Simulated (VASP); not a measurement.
# Au (Pm-3m) in VASP: further runs, part 2 of 2

VASP 6.6.1. The steps go on from the part before.

**3. Single point, PBE**

File INCAR:

```
SYSTEM = Au
PREC = Accurate ; ENCUT = 520
EDIFF = 1E-7 ; ISMEAR = 0
SIGMA = 0.028000000000000004 ; LREAL = .FALSE.
LASPH = .TRUE. ; NELM = 60
ALGO = Normal ; ISIF = 2
LWAVE = .FALSE. ; LCHARG = .TRUE.
GGA = PE ; LELF = .TRUE.
LVHAR = .TRUE. ; NBANDS = 12
```

File KPOINTS:

```
regular mesh
0
G
  10 10 10
  0 0 0
```

File POSCAR:

```
Au
1.0
    2.7484100000      0.0000000000      0.0000000000
    0.0000000000      2.7484100000      0.0000000000
    0.0000000000      0.0000000000      2.7484100000
Au
1
Direct
    0.5000000000      0.5000000000      0.5000000000
```

Potentials or basis: VASP PAW PBE potentials, release 64 (Au).

On the command line:

```
cat potpaw_PBE.64/Au/POTCAR > POTCAR
mpirun -np 1 vasp_std > vasp.out
```

OUTCAR:

```text
SYSTEM = Au
   PREC = Accurate
   ENCUT = 520
   EDIFF = 1E-7
   ISMEAR = 0
   LREAL = .FALSE.
   LASPH = .TRUE.
   NELM = 60
   ISIF = 2
   GGA = PE

 ion  position               nearest neighbor table
   1  0.500  0.500  0.500-

  LATTYP: Found a simple cubic cell.
 ALAT       =     2.7484100000

  Lattice vectors:

 A1 = (   2.7484100000,   0.0000000000,   0.0000000000)
 A2 = (   0.0000000000,   2.7484100000,   0.0000000000)
 A3 = (   0.0000000000,   0.0000000000,   2.7484100000)

Analysis of symmetry for initial positions (statically):
=====================================================================
 Subroutine PRICEL returns:
 Original cell was already a primitive cell.

 Routine SETGRP: Setting up the symmetry group for a
 simple cubic supercell.

 Subroutine GETGRP returns: Found 48 space group operations
[... 9 lines left out ...]

 Routine SETGRP: Setting up the symmetry group for a
 simple cubic supercell.

 Subroutine GETGRP returns: Found 48 space group operations
[... 11 lines left out ...]
                                     Primitive cell

  volume of cell :      20.7608

[... 143 lines left out ...]
      1      -1.4733      2.00000
      2       0.6770      2.00000
      3       0.6770      2.00000
      4       4.8366      2.00000
      5       4.8366      2.00000
      6       4.8366      2.00000
      7      20.1113      0.00000
      8      20.1113      0.00000
      9      20.1113      0.00000
     10      24.9196      0.00000
     11      27.3526      0.00000
     12      27.3526      0.00000
[... 331 lines left out ...]
 k-point    24 :       0.3000    0.1000    0.1000
  band No.  band energies     occupation
      1       0.4812      2.00000
      2       1.2292      2.00000
      3       2.6248      2.00000
      4       3.6777      2.00000
      5       3.9778      2.00000
      6       4.6296      2.00000
      7      13.1531      0.00000
      8      20.7751      0.00000
      9      21.4499      0.00000
     10      25.2043      0.00000
     11      27.7792      0.00000
     12      30.3640      0.00000

 [... further k-points ...]

------------------------ aborting loop because EDIFF is reached ----------------------------------------

  FORCE on cell =-STRESS in cart. coord.  units (eV):
  Direction    XX          YY          ZZ          XY          YZ          ZX
  --------------------------------------------------------------------------------------
  -------------------------------------------------------------------------------------
  Total        0.0070771      0.0070771      0.0070771     -0.0000000      0.0000000     -0.0000000
  in kB        0.5461610      0.5461610      0.5461610     -0.0000000      0.0000000     -0.0000000
  external PRESSURE =       0.5461610 kB  Pullay stress =       0.0000000 kB

 VOLUME and BASIS-vectors are now :
 -----------------------------------------------------------------------------
  energy-cutoff  :      520.00
  volume of cell :       20.76
      direct lattice vectors                 reciprocal lattice vectors
     2.748410000  0.000000000  0.000000000     0.363846733  0.000000000  0.000000000
     0.000000000  2.748410000  0.000000000     0.000000000  0.363846733  0.000000000
     0.000000000  0.000000000  2.748410000     0.000000000  0.000000000  0.363846733

 POSITION                                       TOTAL-FORCE (eV/Angst)
 -----------------------------------------------------------------------------------
      1.37420      1.37420      1.37420         0.000000      0.000000      0.000000
 -----------------------------------------------------------------------------------
    total drift:                               -0.000000      0.000000     -0.000000

  FREE ENERGIE OF THE ION-ELECTRON SYSTEM (eV)
  ---------------------------------------------------
  free  energy   TOTEN  =        -3.0116634972 eV

  energy  without entropy=       -3.0114260510  energy(sigma->0) =       -3.01154477
```

OSZICAR:

```text
N       E                     dE             d eps       ncg     rms          rms(c)
DAV:   1     0.496788867379E+02    0.49679E+02   -0.54918E+03  1360   0.808E+02
DAV:   2    -0.257770781600E+01   -0.52257E+02   -0.49266E+02  1568   0.181E+02
DAV:   3    -0.328511672715E+01   -0.70741E+00   -0.70684E+00  1572   0.205E+01
DAV:   4    -0.328762476340E+01   -0.25080E-02   -0.25079E-02  1532   0.142E+00
DAV:   5    -0.328764822720E+01   -0.23464E-04   -0.23463E-04  1592   0.136E-01    0.643E+00
DAV:   6    -0.302190245022E+01    0.26575E+00   -0.88648E-01  1400   0.715E+00    0.456E+00
DAV:   7    -0.301386146304E+01    0.80410E-02   -0.14238E-02  1528   0.981E-01    0.255E+00
DAV:   8    -0.301166624738E+01    0.21952E-02   -0.12519E-03  1464   0.248E-01    0.725E-02
DAV:   9    -0.301165759342E+01    0.86540E-05   -0.12455E-04  1512   0.859E-02    0.106E-02
DAV:  10    -0.301166353248E+01   -0.59391E-05   -0.42159E-06  1560   0.193E-02    0.342E-03
DAV:  11    -0.301166349721E+01    0.35279E-07   -0.42132E-07  1476   0.502E-03
   1 F= -.30116635E+01 E0= -.30115448E+01  d E =-.237446E-03
```

Run time: 13 s. Hardware: 1 thread of Intel Xeon Platinum 8488C (Sapphire Rapids), shared host; peak memory 0.13 GiB.

Results:

```yaml
Free_energy: -3.0117 eV
Pressure: 0.1 GPa
```

Caveat: spin-orbit coupling is left out, which moves the levels of the heavy elements.

**4. Relaxation of cell and atoms, PBEsol-based screened hybrid**

POSCAR is that of step 3.

File INCAR.step1:

```
PREC     = Accurate       # precision mode
ENCUT    = 600            # plane-wave cutoff, eV
EDIFF    = 1E-5           # SCF threshold, eV
ISMEAR   = -1             # smearing method
SIGMA    = 0.05           # smearing width, eV
LREAL    = F              # projectors in reciprocal space
LASPH    = T              # aspherical terms in the spheres
NELM     = 80             # most SCF steps
ALGO     = Normal         # electronic algorithm
LWAVE    = T              # write WAVECAR
LCHARG   = F              # write CHGCAR
GGA      = PE             # functional
NBANDS   = 12             # bands
```

File INCAR.step2:

```
PREC     = Accurate       # precision mode
ENCUT    = 600            # plane-wave cutoff, eV
EDIFF    = 1E-6           # SCF threshold, eV
ISMEAR   = -1             # smearing method
SIGMA    = 0.05           # smearing width, eV
LREAL    = F              # projectors in reciprocal space
LASPH    = T              # aspherical terms in the spheres
NELM     = 80             # most SCF steps
ALGO     = Normal         # electronic algorithm
ISIF     = 3              # what is computed and relaxed
LWAVE    = F              # write WAVECAR
LCHARG   = F              # write CHGCAR
GGA      = PS             # functional
LHFCALC  = T              # exact exchange
AEXX     = 0.25           # exact-exchange fraction
HFSCREEN = 0.207          # screening, 1/A
PRECFOCK = Normal       
IBRION   = 2              # ionic algorithm
NSW      = 60             # ionic steps
EDIFFG   = -0.01          # ionic threshold
ISTART   = 1
```

File KPOINTS:

```
Automatic mesh
0
Gamma
  5 5 5
```

Potentials or basis: VASP PAW PBE potentials, release 64 (Au).

On the command line:

```
cat potpaw_PBE.64/Au/POTCAR > POTCAR
cp INCAR.step1 INCAR
mpirun -np 1 vasp_std > vasp.out
cp INCAR.step2 INCAR
mpirun -np 1 vasp_std > vasp.out
```

OUTCAR:

```text
PREC = Accurate
   ENCUT = 600
   EDIFF = 1E-6
   ISMEAR = -1
   LREAL = F
   LASPH = T
   NELM = 80
   ISIF = 3
   GGA = PS
   LHFCALC = T
   AEXX = 0.25
   HFSCREEN = 0.207
   PRECFOCK = Normal
   IBRION = 2
   NSW = 60
   EDIFFG = -0.01
   ISTART = 1

 ion  position               nearest neighbor table
   1  0.500  0.500  0.500-

  LATTYP: Found a simple cubic cell.
 ALAT       =     2.7484100000

  Lattice vectors:

 A1 = (   2.7484100000,   0.0000000000,   0.0000000000)
 A2 = (   0.0000000000,   2.7484100000,   0.0000000000)
 A3 = (   0.0000000000,   0.0000000000,   2.7484100000)

Analysis of symmetry for initial positions (statically):
=====================================================================
 Subroutine PRICEL returns:
 Original cell was already a primitive cell.

 Routine SETGRP: Setting up the symmetry group for a
 simple cubic supercell.

 Subroutine GETGRP returns: Found 48 space group operations
[... 9 lines left out ...]

 Routine SETGRP: Setting up the symmetry group for a
 simple cubic supercell.

 Subroutine GETGRP returns: Found 48 space group operations
[... 11 lines left out ...]
                                     Primitive cell

  volume of cell :      20.7608

  direct lattice vectors                    reciprocal lattice vectors
     2.748410000  0.000000000  0.000000000     0.363846733  0.000000000  0.000000000
     0.000000000  2.748410000  0.000000000     0.000000000  0.363846733  0.000000000
     0.000000000  0.000000000  2.748410000     0.000000000  0.000000000  0.363846733

  length of vectors
     2.748410000  2.748410000  2.748410000     0.363846733  0.363846733  0.363846733

  position of ions in fractional coordinates (direct lattice)
     0.500000000  0.500000000  0.500000000

  ion indices of the primitive-cell ions
   primitive index   ion index
                 1           1

----------------------------------------------------------------------------------------

 KPOINTS: Automatic mesh

Automatic generation of k-mesh.
 Grid dimensions read from file:
 generate k-points for:    5    5    5

 Generating k-lattice:

  Cartesian coordinates                     Fractional coordinates (reciprocal lattice)
     0.072769347  0.000000000  0.000000000     0.200000000  0.000000000  0.000000000
     0.000000000  0.072769347  0.000000000     0.000000000  0.200000000  0.000000000
     0.000000000  0.000000000  0.072769347     0.000000000  0.000000000  0.200000000

  Length of vectors
     0.072769347  0.072769347  0.072769347

  Shift w.r.t. Gamma in fractional coordinates (k-lattice)
     0.000000000  0.000000000  0.000000000

 Subroutine IBZKPT returns following result:
 ===========================================

 Found     10 irreducible k-points:

 Following reciprocal coordinates:
            Coordinates               Weight
  0.000000  0.000000  0.000000      1.000000
  0.200000  0.000000  0.000000      6.000000
  0.400000  0.000000  0.000000      6.000000
  0.200000  0.200000  0.000000     12.000000
  0.400000  0.200000  0.000000     24.000000
  0.400000  0.400000  0.000000     12.000000
  0.200000  0.200000  0.200000      8.000000
  0.400000  0.200000  0.200000     24.000000
  0.400000  0.400000  0.200000     24.000000
  0.400000  0.400000  0.400000      8.000000
   k-points           NKPTS =     10   k-points in BZ     NKDIM =    125   number of bands    NBANDS=      9
   number of dos      NEDOS =    301   number of ions     NIONS =      1
   total plane-waves  NPLWV =  13824
   dimension x,y,z NGX =    24 NGY =   24 NGZ =   24
   dimension x,y,z NGXF=    48 NGYF=   48 NGZF=   48
   ions per type =               1
   NGX,Y,Z   is equivalent  to a cutoff of  14.52, 14.52, 14.52 a.u.
   NGXF,Y,Z  is equivalent  to a cutoff of  29.03, 29.03, 29.03 a.u.
 SYSTEM =  unknown system
   PREC   = accura    normal or accurate (medium, high low for compatibility)
   ISTART =      1    job   : 0-new  1-cont  2-samecut
   ICHARG =      0    charge: 1-file 2-atom 10-const
   ISPIN  =      1    spin polarized calculation?
   LNONCOLLINEAR =      F non collinear calculations
   LSORBIT =      F    spin-orbit coupling
   LASPH  =      T    aspherical Exc in radial PAW
   ENCUT  =  600.0 eV  44.10 Ry    6.64 a.u.   5.49  5.49  5.49*2*pi/ulx,y,z
   NELM   =     80;   NELMIN=  2; NELMDL=  0     # of ELM steps
   EDIFF  = 0.1E-05   stopping-criterion for ELM
   LREAL  =      F    real-space projection
   EDIFFG = -.1E-01   stopping-criterion for IOM
   NSW    =     60    number of steps for IOM
   IBRION =      2    ionic relax: 0-MD 1-quasi-New 2-CG
   NFREE  =      1    steps in history (QN), initial steepest desc. (CG)
   ISIF   =      3    stress and relaxation
   ISYM   =      3    0-nonsym 1-usesym 2-fastsym
   POTIM  = 0.5000    time-step for ionic-motion
   TEBEG  =    0.0;   TEEND  =   0.0 temperature during run
   PSTRESS=    0.0 pullay stress
   NELECT =      11.0000    total number of electrons
   NUPDOWN=      -1.0000    fix difference up-down
   EMIN   =  10.00;   EMAX   =-10.00  energy-range for DOS
   EFERMI =   0.00;   METHOD = LEGACY
   ISMEAR =    -1;   SIGMA  =   0.05  broadening in eV -4-tet -1-fermi 0-gaus
   EFERMI_NEDOS =   21; number of points for ismear=-14 and -15
   IALGO  =     38    algorithm
   IMIX   =      1    mixing-type and parameters
     AMIX     =   0.40;   BMIX     =  1.00
     AMIX_MAG =   1.60;   BMIX_MAG =  1.00
  volume/ion in A,a.u.               =      20.76       140.10
  Fermi-wavevector in a.u.,A,eV,Ry     =   1.324720  2.503358 23.876646  1.754884
  Thomas-Fermi vector in A             =   2.454234
   LORBIT       =      0    0 simple, 1 ext, 2 COOP (PROOUT), +10 PAW based schemes
   GGA     = PS    functional components
   LHFCALC =     T    Hartree Fock is set to
   PRECFOCK=normal    Normal, Fast or Accurate (Low or Medium for compatibility)
   ENCUT4O =  -1.0   cutoff for four orbital integrals eV
   NKREDX  =     1    reduce k-point grid by
   NKREDY  =     1    reduce k-point grid by
   NKREDZ  =     1    reduce k-point grid by
   AEXX    =    0.2500 exact exchange contribution
   HFSCREEN=    0.2070 screening length (either q_TF or 0.3 A-1)
   HFSCREENC=   0.2070 screening length for correlation (either q_TF or 0.3 A-1)
   ENCUTFOCK=  -1.0 apply spherical cutoff to Coloumb kernel
   IVDW    =     0    specifies the selected vdW correction
   LEPSILON=     F    determine dielectric tensor
   LRPA    =     F    only Hartree local field effects (RPA)
 conjugate gradient relaxation of ions
 non-spin polarized calculation
  energy-cutoff  :      600.00
  volume of cell :       20.76
 maximum number of plane-waves:       739
 NGX is ok and might be reduce to    24
  NGX = 18; NGY = 18; NGZ = 18

--------------------------------------- Ionic step        1  -------------------------------------------

 number of electron      11.0000001 magnetization

 Free energy of the ion-electron system (eV)
  ---------------------------------------------------
  ext. energy  EPLUGINS =         0.00000000
  ---------------------------------------------------
  free energy    TOTEN  =        -3.42866303 eV

  energy without entropy =       -3.41832829  energy(sigma->0) =       -3.42349566

------------------------ aborting loop because EDIFF is reached ----------------------------------------

  FORCE on cell =-STRESS in cart. coord.  units (eV):
  Direction    XX          YY          ZZ          XY          YZ          ZX
  --------------------------------------------------------------------------------------
  -------------------------------------------------------------------------------------
  Total       -0.6932029     -0.6932029     -0.6932029      0.0000000      0.0000000     -0.0000000
  in kB      -53.4966240    -53.4966240    -53.4966240      0.0000000      0.0000000     -0.0000000
  external PRESSURE =     -53.4966240 kB  Pullay stress =       0.0000000 kB
[... 55 lines left out ...]
  energy  without entropy=       -3.4116332529  energy(sigma->0) =       -3.41680062

--------------------------------------- Ionic step        3  -------------------------------------------

 number of electron      11.0000001 magnetization

 Free energy of the ion-electron system (eV)
  ---------------------------------------------------
  ext. energy  EPLUGINS =         0.00000000
  ---------------------------------------------------
  free energy    TOTEN  =        -3.44583483 eV

  energy without entropy =       -3.43550010  energy(sigma->0) =       -3.44066746

 E-fermi :   6.5110     XC(G=0):  -9.7127

 val. band max:        5.5092285156   @ k =   0.4000   0.2000   0.0000
 cond. band min:       6.5716839491   @ k =   0.4000   0.2000   0.2000
 fundamental gap:      1.0624554334
 Fermi energy:         6.5110328176

 k-point     1 :       0.0000    0.0000    0.0000
  band No.  band energies     occupation
      1      -2.5313      2.00000
      2      -0.5792      2.00000
      3      -0.5792      2.00000
      4       4.1401      2.00000
      5       4.1401      2.00000
      6       4.1401      2.00000
      7      21.6671      0.00000
      8      21.6671      0.00000
      9      21.6671      0.00000
[... 134 lines left out ...]
  FREE ENERGIE OF THE ION-ELECTRON SYSTEM (eV)
  ---------------------------------------------------
  free  energy   TOTEN  =        -3.4458348310 eV

  energy  without entropy=       -3.4355000951  energy(sigma->0) =       -3.44066746

 reached required accuracy - stopping structural energy minimisation
```

It took 15 min on 1 thread of Intel Xeon 6975P-C, shared host; peak memory 0.25 GiB.

What came out:

```
Free energy                            : -3.4458 eV
Relaxed volume                         : 19.79 Å³/atom
Relaxed cell                           : a = 2.705 Å, b = 2.705 Å, c = 2.705 Å, α = 90.00°, β = 90.00°, γ = 90.00°
Space group after relaxing (to 0.05 Å) : Pm-3m (No. 221)
Energy gained by relaxing              : 17.2 meV/atom
Ionic steps                            : 3
Pressure after relaxing                : -0.1 GPa
```

Step by step:
| step | energy change (eV) | largest force (eV/Å) | pressure (GPa) | volume (Å³) |
| --- | --- | --- | --- | --- |
| 1 | 0.0000 | 0.0000 | -5.35 | 20.76 |
| 2 | 0.0067 | 0.0000 | 7.88 | 18.75 |
| 3 | -0.0172 | 0.0000 | -0.08 | 19.79 |

Final structure:
```
Au
1.0
     2.70491    0.00000    0.00000
     0.00000    2.70491    0.00000
     0.00000    0.00000    2.70491
Au
1
Direct
  0.50000 0.50000 0.50000
```

Caveat: the k points lie up to 0.46 Å⁻¹ apart in the final cell; the PAW data sets were made with another functional, which shifts forces and pressure a little; spin-orbit coupling is left out, which moves the levels of the heavy elements.

**5. Single point, RPBE**

File INCAR:

```
SYSTEM = Au
ALGO = Normal
EDIFF = 1E-6
ENCUT = 520
GGA = RP
ISIF = 2
ISMEAR = -1
LASPH = .TRUE.
LCHARG = .FALSE.
LREAL = .FALSE.
LWAVE = .FALSE.
NBANDS = 12
NELM = 80
PREC = Accurate
SIGMA = 0.05
```

File KPOINTS:

```
k-points
0
G
  10 10 10
  0 0 0
```

POSCAR is that of step 4.

On the command line:

```
cat potpaw_PBE.64/Au/POTCAR > POTCAR
mpirun -np 1 vasp_std > vasp.out
```

Run time: 11 s. Hardware: 1 thread of Intel Xeon 8259CL, shared host; peak memory 0.13 GiB.

The run converged. Its results:

- Free energy: -2.4535 eV
- Pressure: 3.4 GPa

Levels at points of the mesh, in eV from the Fermi level:
| k point | band 1 | band 2 | band 3 | band 4 | band 5 | band 6 | band 7 | band 8 | band 9 | band 10 |
| --- | --- | --- | --- | --- | --- | --- | --- | --- | --- | --- |
| (0.00, 0.00, 0.00) | -7.73 | -5.62 | -5.62 | -1.48 | -1.48 | -1.48 | 13.85 | 13.85 | 13.85 | 18.66 |
| (0.50, 0.00, 0.00) | -5.68 | -5.23 | -2.90 | -2.90 | -1.35 | -0.40 | 2.03 | 16.31 | 18.42 | 18.95 |
| (0.50, 0.50, 0.00) | -5.56 | -4.89 | -2.65 | -2.65 | -0.34 | 3.86 | 3.86 | 6.38 | 11.45 | 20.47 |
| (0.50, 0.50, 0.50) | -4.90 | -4.90 | -4.90 | -0.25 | -0.25 | 8.42 | 8.42 | 8.42 | 10.19 | 12.13 |

Caveat: the PAW data sets were made with another functional, which shifts forces and pressure a little; spin-orbit coupling is left out, which moves the levels of the heavy elements.

**6. Summary**

```csv
task,level,spin,cell,k mesh,cutoff (eV),smearing,grid for exact exchange (PRECFOCK),share of exact exchange,screening parameter,gap on the mesh (eV),pressure (GPa)
single point,r2SCAN,"non-collinear, zero start, SOC",as given,7 × 7 × 7,520,fermi-dirac 0.05 eV,-,-,-,-,-4.6
single point,PBE,off,as given,10 × 10 × 10,520,gaussian 0.028 eV,-,-,-,none,0.1
relaxation of cell and atoms,PBEsol-based screened hybrid,off,relaxed,5 × 5 × 5,600,fermi-dirac 0.05 eV,Normal,0.25,0.207 1/Å,none,-0.1
single point,RPBE,off,as given,10 × 10 × 10,520,fermi-dirac 0.05 eV,-,-,-,none,3.4
```

Alike in all rows: potentials or basis VASP PAW PBE potentials, release 64 (Au).

Caveats: some runs use coarse meshes; the PAW data sets were made with another functional, which shifts forces and pressure a little (some runs); spin-orbit coupling is left out, which moves the levels of the heavy elements (some runs).

Total energies depend on the potentials used, so only differences within one code and one set of settings carry meaning.
